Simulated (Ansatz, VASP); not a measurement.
## TiSi2: VASP beside Ansatz

The input POSCAR:

```
TiSi2
1.0
    1.7651050250     -6.7592815350      0.0000000000
    1.7651050250      6.7592815350      0.0000000000
    0.0000000000      0.0000000000      3.5651739700
Ti Si
2 4
Direct
    0.1031180800      0.8968819200      0.2500000000
    0.8968819200      0.1031180800      0.7500000000
    0.7503148200      0.2496851800      0.2500000000
    0.2496851800      0.7503148200      0.7500000000
    0.4417485500      0.5582514500      0.2500000000
    0.5582514500      0.4417485500      0.7500000000
```

INCAR.step1

```
SYSTEM = TiSi2
PREC = Accurate
ENCUT = 520
ISMEAR = -1
SIGMA = 0.05
LREAL = .False.
LASPH = .True.
NELM = 60
NBANDS = 29
GGA = PE
ALGO = Normal
EDIFF = 1E-4
LWAVE = .True.
LCHARG = .False.
```

INCAR.step2

```
SYSTEM = TiSi2
PREC = Accurate
ENCUT = 520
EDIFF = 1E-7
ISMEAR = -1
SIGMA = 0.05
LREAL = .False.
LASPH = .True.
NELM = 60
ALGO = Normal
ISIF = 2
LWAVE = .False.
LCHARG = .True.
METAGGA = R2SCAN
LMIXTAU = .True.
LELF = .True.
LVHAR = .True.
NBANDS = 29
ISTART = 1
```

KPOINTS

```
regular mesh
0
Gamma
  8 8 8
  0 0 0
```

input.yaml

```yaml
crystal:
  lattice:
    - [1.765105025, -6.759281535, 0.0]
    - [1.765105025, 6.759281535, 0.0]
    - [0.0, 0.0, 3.56517397]
  atoms:
    - { symbol: Ti, position: [0.10311808, 0.89688192, 0.25] }
    - { symbol: Ti, position: [0.89688192, 0.10311808, 0.75] }
    - { symbol: Si, position: [0.75031482, 0.24968518, 0.25] }
    - { symbol: Si, position: [0.24968518, 0.75031482, 0.75] }
    - { symbol: Si, position: [0.44174855, 0.55825145, 0.25] }
    - { symbol: Si, position: [0.55825145, 0.44174855, 0.75] }
hamiltonian:
  xc: r2scan
  pseudopotentials: { kind: paw }
kpoints:
  mp_grid: { grid: [8, 8, 8] }
scf:
  occupations: { method: fermi_dirac, width: 0.05 }
output:
  forces: true
  stress: true
  eigenvalues: true
  write_density: true
  write_potential: true
  elf: true
  volumetric_format: npy
```

Alike in both runs: task single point; functional r2SCAN; k mesh 8 × 8 × 8; occupations fermi-dirac, width 0.05 eV; no spin polarisation.

|  | VASP | Ansatz |
| --- | --- | --- |
| version | VASP 6.6.1 | Ansatz 0.2.0 |
| potentials or method | VASP PAW PBE potentials, release 64 (Ti_sv, Si) | Ansatz PAW |
| plane-wave cutoff (eV) | 520 | 500 |
| valence electrons in the cell | 40 | 40 |

VASP gave:

| Item | Value |
| --- | --- |
| gap on the k mesh at the Fermi level (eV) | none |
| pressure (GPa) | 0.1 |
| rms of the force components (eV/Å) | 0.006 |

Problem. Estimate Ansatz's values.

Solution. gap on the k mesh at the Fermi level (eV): none; pressure (GPa): -0.2; rms of the force components (eV/Å): 0.009.

VASP's potentials were made for PBE, not for r2SCAN. Atom by atom the forces differ by 0.006 eV/Å (rms over components). A gap of «none» marks a metal or a gap that the smearing closes. With one functional, cell and mesh, what is left measures potentials, basis and numerics.
